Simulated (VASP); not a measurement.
**WS2: single point with PBEsol**

Crystal: WS2.

```
CELL_PARAMETERS angstrom
3.14608 0.00000 0.00000
-1.57304 2.72459 0.00000
0.00000 0.00000 13.21279
ATOMIC_POSITIONS crystal
W 0.33333 0.66667 0.25000
W 0.66667 0.33333 0.75000
S 0.33333 0.66667 0.63133
S 0.66667 0.33333 0.13133
S 0.33333 0.66667 0.86867
S 0.66667 0.33333 0.36867
```

| Item | Value |
| --- | --- |
| Program | VASP 6.6.1 |
| Task | single point |
| Functional | PBEsol |
| Potentials or basis | VASP PAW PBE potentials, release 64 (W_sv, S) |
| Cutoff | 520 eV |
| k mesh | 12 × 12 × 2 |
| Occupations | gaussian, width 0.02 eV |
| Spin | no spin polarisation |

- Pressure: -0.1 GPa
- Largest force: 0.024 eV/Å
- Band gap on the k mesh: 1.32 eV, indirect (least direct gap 1.89 eV)

Forces on the atoms (eV/Å):
```
W    0.000  0.000  0.000
W    0.000  0.000  0.000
S    0.000  0.000 -0.024
S    0.000  0.000 -0.024
S    0.000  0.000  0.024
S    0.000  0.000  0.024
```

Stress tensor (GPa, compression positive):
```
 0.04  0.00  0.00
 0.00  0.04  0.00
 0.00  0.00 -0.24
```

Levels at points of the mesh, in eV from the valence-band top:
```
           k point  band 23  band 24  band 25  band 26  band 27  band 28  band 29  band 30
(0.00, 0.00, 0.00)    -1.93    -1.78    -0.92     0.00     2.61     2.61     2.61     2.61
(0.50, 0.00, 0.00)    -1.60    -1.52    -1.39    -1.32     2.62     2.64     2.93     3.14
(0.00, 0.00, 0.50)    -1.94    -1.94    -0.31    -0.31     2.61     2.61     2.61     2.61
(0.50, 0.00, 0.50)    -1.56    -1.56    -1.35    -1.35     2.63     2.63     3.05     3.05
```

It took 61 s on 1 thread of Intel(R) Xeon(R) 6975P-C (Granite Rapids), with other jobs on the host, peak memory 0.29 GiB.

Caveat: the PAW data sets were made with another functional, which shifts forces and pressure a little; spin-orbit coupling is left out, which moves the levels of the heavy elements; this functional lacks dispersion, which binds the layers, so the pressure and a relaxed spacing across them are unreliable. PBEsol gaps usually lie below the measured ones, often by a third to a half.
